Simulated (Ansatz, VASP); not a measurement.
# NiSb in VASP and in Ansatz

```
Sb Ni
1.0
     3.87491    0.00000    0.00000
    -1.93746    3.35577    0.00000
     0.00000    0.00000    5.05080
Sb Ni
2 2
Direct
  0.66667 0.33333 0.75000
  0.33333 0.66667 0.25000
  0.00000 0.00000 0.50000
  0.00000 0.00000 0.00000
```

Change from the starting cell: volume scaled by 0.96.

Alike in both runs: task single point; functional PBE; k mesh 8 × 8 × 5; occupations fermi-dirac, width 0.05 eV; collinear spin.

|  | VASP | Ansatz |
| --- | --- | --- |
| version | VASP 6.6.1 | Ansatz 0.2.0 |
| potentials or method | VASP PAW PBE potentials, release 64 (Sb, Ni), cutoff 520 eV | all-electron LAPW, scalar-relativistic |

VASP gave:

```
gap on the k mesh at the Fermi level (eV)                     : none
pressure (GPa)                                                : 9.4
traceless stress, the component that is largest in VASP (GPa) : -0.44
net moment per atom (μB)                                      : 0.00
```

**Question.** Estimate Ansatz's values.

**Answer.** gap on the k mesh at the Fermi level (eV): none; pressure (GPa): 9.6; traceless stress, the component that is largest in VASP (GPa): -0.58; net moment per atom (μB): 0.00.

A gap of «none» marks a metal or a gap that the smearing closes. Ansatz ran all-electron here, and VASP with PAW potentials.

Spin-orbit coupling is off throughout.
